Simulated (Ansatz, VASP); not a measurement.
## C in VASP and in Ansatz

INCAR

```
PREC = Accurate ; ENCUT = 520
EDIFF = 1E-6 ; ISMEAR = 0
SIGMA = 0.05 ; LREAL = F
LASPH = T ; NELM = 80
ALGO = Normal ; ISIF = 2
LWAVE = F ; LCHARG = F
GGA = PE ; NBANDS = 36
```

The input KPOINTS:

```
Automatic mesh
0
Gamma
  12 12 2
```

File POSCAR:

```
C
1.0
    2.6088000000      0.0000000000      0.0000000000
   -1.3044000000      2.2592870734      0.0000000000
    0.0000000000      0.0000000000     12.1184000000
C
12
Direct
    0.0000000000      0.0000000000      0.1868593266
    0.0000000000      0.0000000000      0.6868593266
    0.0000000000      0.0000000000      0.3131406734
    0.0000000000      0.0000000000      0.8131406734
    0.3333333333      0.6666666667      0.5207665411
    0.6666666667      0.3333333333      0.0207665411
    0.3333333333      0.6666666667      0.9792334589
    0.6666666667      0.3333333333      0.4792334589
    0.3333333333      0.6666666667      0.6450950823
    0.6666666667      0.3333333333      0.1450950823
    0.3333333333      0.6666666667      0.8549049177
    0.6666666667      0.3333333333      0.3549049177
```

Input for Ansatz:

```yaml
crystal:
  lattice:
    - [2.6088, 0.0, 0.0]
    - [-1.3044, 2.2592870734, 0.0]
    - [0.0, 0.0, 12.1184]
  atoms:
    - { symbol: C, position: [0.0, 0.0, 0.1868593266] }
    - { symbol: C, position: [0.0, 0.0, 0.6868593266] }
    - { symbol: C, position: [0.0, 0.0, 0.3131406734] }
    - { symbol: C, position: [0.0, 0.0, 0.8131406734] }
    - { symbol: C, position: [0.3333333333, 0.6666666667, 0.5207665411] }
    - { symbol: C, position: [0.6666666667, 0.3333333333, 0.0207665411] }
    - { symbol: C, position: [0.3333333333, 0.6666666667, 0.9792334589] }
    - { symbol: C, position: [0.6666666667, 0.3333333333, 0.4792334589] }
    - { symbol: C, position: [0.3333333333, 0.6666666667, 0.6450950823] }
    - { symbol: C, position: [0.6666666667, 0.3333333333, 0.1450950823] }
    - { symbol: C, position: [0.3333333333, 0.6666666667, 0.8549049177] }
    - { symbol: C, position: [0.6666666667, 0.3333333333, 0.3549049177] }
basis:
  ecutwfc: 520.0
kpoints:
  mp_grid: { grid: [12, 12, 2] }
hamiltonian:
  xc: pbe
  pseudopotentials: { kind: paw, azcp: { folder: soft_1 } }
scf:
  occupations: { method: gaussian, width: 0.05 }
output:
  forces: true
  stress: true
  eigenvalues: true
```

Alike in both runs: task single point; functional PBE; k mesh 12 × 12 × 2; occupations gaussian, width 0.05 eV; no spin polarisation.

```csv
,VASP,Ansatz
version,VASP 6.6.1,Ansatz 0.2.0
potentials or method,"VASP PAW PBE potentials, release 64 (C), cutoff 520 eV","scalar-relativistic, plane waves, PAW"
valence electrons in the cell,48,48
```

```csv
,VASP,Ansatz,Ansatz less VASP
gap on the k mesh at the Fermi level (eV),3.71,3.72,+0.010
least direct gap on the mesh (eV),4.60,4.61,+0.006
pressure (GPa),-14.9,-15.4,-0.48
"traceless stress, the component that is largest in VASP (GPa)",43.91,43.65,-0.261
rms of the force components (eV/Å),0.131,0.122,-0.0095
```

Atom by atom the forces differ by 0.010 eV/Å (rms over components).
